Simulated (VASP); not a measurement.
Wanted: the native input for a VASP 6.6.1 run.

```yaml
Task: single point
Functional: PBEsol
Dispersion: D3(BJ)
Potentials_or_basis: VASP PAW PBE potentials, release 64 (Ni)
Cutoff: 520 eV
k_mesh: 15 × 15 × 15
Occupations: gaussian, width 0.2 eV
Spin: collinear spin, ferromagnetic start
Starting_moments: "[2.0] μB"
Dipole_correction: no
Further_INCAR_settings: ALGO = Normal; EDIFF = 1e-06; NBANDS = 15
```

The structure of Ni lies in POSCAR:

```
Ni
1.0
   -1.3837150000      1.3837150000      1.3837150000
    1.3837150000     -1.3837150000      1.3837150000
    1.3837150000      1.3837150000     -1.3837150000
Ni
1
Direct
    0.0000000000      0.0000000000      0.0000000000
```

These files were run (other wordings do the same):

INCAR

```
PREC = Accurate
ENCUT = 520
EDIFF = 1E-6
ISMEAR = 0
SIGMA = 0.2
LREAL = False
LASPH = True
NELM = 150
ALGO = Normal
ISIF = 2
LWAVE = False
LCHARG = False
ISPIN = 2
MAGMOM = 2
LORBIT = 11
LMAXMIX = 4
GGA = PS
IVDW = 12
NBANDS = 15
```

KPOINTS

```
regular mesh
0
Gamma
  15 15 15
```

Potentials or basis: VASP PAW PBE potentials, release 64 (Ni).

The run is started by

```console
$ cat potpaw_PBE.64/Ni/POTCAR > POTCAR
$ mpirun -np 1 vasp_std > vasp.out
```

It gave:

```
Pressure                                              : -8.9 GPa
Net moment                                            : 0.51 μB per cell
Site moments                                          : Ni +0.52 μB
Valence electrons inside the program's atomic spheres : Ni 9.37
Dispersion energy per atom                            : -0.429 eV
```

Caveat: three body term missing; the PAW data sets were made with another functional, which shifts forces and pressure a little; pairwise dispersion overbinds metals, which lowers pressure and volume.

It took 32 s on 1 thread of Intel(R) Xeon(R) Platinum 8259CL CPU @ 2.50GHz (Skylake/Cascade Lake), on a shared host, peak memory 0.16 GiB.
